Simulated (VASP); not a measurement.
Write the native input for VASP 6.6.1 that does the following.

```
Task                   : single point
Functional             : LDA
Potentials or basis    : VASP PAW LDA potentials, release 64 (Sc_sv)
Cutoff                 : 500 eV
k mesh                 : 11 × 11 × 6
Occupations            : fermi-dirac, width 0.1 eV
Spin                   : no spin polarisation
Dipole correction      : no
Further INCAR settings : ALGO = Normal; EDIFF = 1e-06; NBANDS = 18
```

The structure of Sc lies in POSCAR:

```
Sc
1.0
    3.2269060027      0.0000000000      0.0000000000
   -1.6134530014      2.7945825740      0.0000000000
    0.0000000000      0.0000000000      5.0094253455
Sc
2
Direct
    0.3333333333      0.6666666667      0.2500000000
    0.6666666667      0.3333333333      0.7500000000
```

One way to write it, as run:

INCAR

```
SYSTEM = Sc
PREC     = Accurate       ! precision mode
ENCUT    = 500            ! plane-wave cutoff, eV
EDIFF    = 1E-6           ! SCF threshold, eV
ISMEAR   = -1             ! smearing method
SIGMA    = 0.1            ! smearing width, eV
LREAL    = .FALSE.        ! projectors in reciprocal space
LASPH    = .TRUE.         ! aspherical terms in the spheres
NELM     = 120            ! most SCF steps
ALGO     = Normal         ! electronic algorithm
ISIF     = 2              ! what is computed and relaxed
LWAVE    = .FALSE.        ! write WAVECAR
LCHARG   = .TRUE.         ! write CHGCAR
LELF     = .TRUE.         ! ELF
LVHAR    = .TRUE.       
NBANDS   = 18             ! bands
GGA_COMPAT= .FALSE.
```

KPOINTS

```
Automatic mesh
0
G
  11 11 6
  0 0 0
```

Potentials or basis: VASP PAW LDA potentials, release 64 (Sc_sv).

The run is started by

```console
$ cat potpaw_LDA.64/Sc_sv/POTCAR > POTCAR
$ mpirun -np 1 vasp_std > vasp.out
```

Results of the run:

| Property | Result |
| --- | --- |
| Pressure | 0.1 GPa |
| Band gap on the k mesh | zero (band 11 reaches 5.00 eV, above the bottom of band 12 at 3.41 eV) |

Wall time 47 s on 1 thread of AMD EPYC 7R43 64-Core Processor (Zen 3) (shared host), peak memory 0.13 GiB.
